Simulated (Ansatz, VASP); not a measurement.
**PbSe in VASP and in Ansatz**

The input INCAR:

```
ALGO     = Normal         # electronic algorithm
EDIFF    = 1E-6           # SCF threshold, eV
ENCUT    = 520            # plane-wave cutoff, eV
GGA      = PE             # functional
ISIF     = 2              # what is computed and relaxed
ISMEAR   = 0              # smearing method
IVDW     = 12             # dispersion correction
LASPH    = True           # aspherical terms in the spheres
LCHARG   = True           # write CHGCAR
LELF     = True           # ELF
LREAL    = False          # projectors in reciprocal space
LVHAR    = True         
LWAVE    = False          # write WAVECAR
NBANDS   = 17             # bands
NELM     = 60             # most SCF steps
PREC     = Accurate       # precision mode
SIGMA    = 0.03           # smearing width, eV
```

The input KPOINTS:

```
k-points
0
Gamma
  10 10 10
```

The input POSCAR:

```
PbSe
1.0
    0.0000000000      3.1320822335      3.0822821260
    3.1320822335      0.0000000000      3.0822821260
    3.1320822335      3.1320822335      0.0000000000
Pb Se
1 1
Direct
    0.0000000000      0.0000000000      0.0000000000
    0.5000000000      0.5000000000      0.5000000000
```

Input for Ansatz:

```yaml
crystal:
  lattice:
    - [0.0, 3.1320822335, 3.082282126]
    - [3.1320822335, 0.0, 3.082282126]
    - [3.1320822335, 3.1320822335, 0.0]
  atoms:
    - { symbol: Pb, position: [0.0, 0.0, 0.0] }
    - { symbol: Se, position: [0.5, 0.5, 0.5] }
basis:
  ecutwfc: 420
kpoints:
  mp_grid: { grid: [10, 10, 10] }
hamiltonian:
  xc: pbe
  dispersion: d3bj
scf:
  occupations: { method: gaussian, width: 0.03 }
output:
  forces: true
  stress: true
  eigenvalues: true
```

Alike in both runs: task single point; functional PBE; dispersion D3(BJ); k mesh 10 × 10 × 10; occupations gaussian, width 0.03 eV; no spin polarisation.

|  | VASP | Ansatz |
| --- | --- | --- |
| version | VASP 6.6.1 | Ansatz 0.2.0 |
| potentials or method | VASP PAW PBE potentials, release 64 (Pb_d, Se), cutoff 520 eV | scalar-relativistic, plane waves, PAW |
| valence electrons in the cell | 20 | 30 |

VASP gave:

- gap on the k mesh at the Fermi level (eV): 0.45
- least direct gap on the mesh (eV): 0.45
- pressure (GPa): -2.1
- traceless stress, the component that is largest in VASP (GPa): 1.11

Task: What did Ansatz give for the same quantities?

Result: gap on the k mesh at the Fermi level (eV): 0.44; least direct gap on the mesh (eV): 0.44; pressure (GPa): -2.1; traceless stress, the component that is largest in VASP (GPa): 1.10.

VASP's potentials hold 20 valence electrons a cell and Ansatz's 30, so a difference there can come from the potentials and not from the codes.

Neither program's run includes spin-orbit coupling.
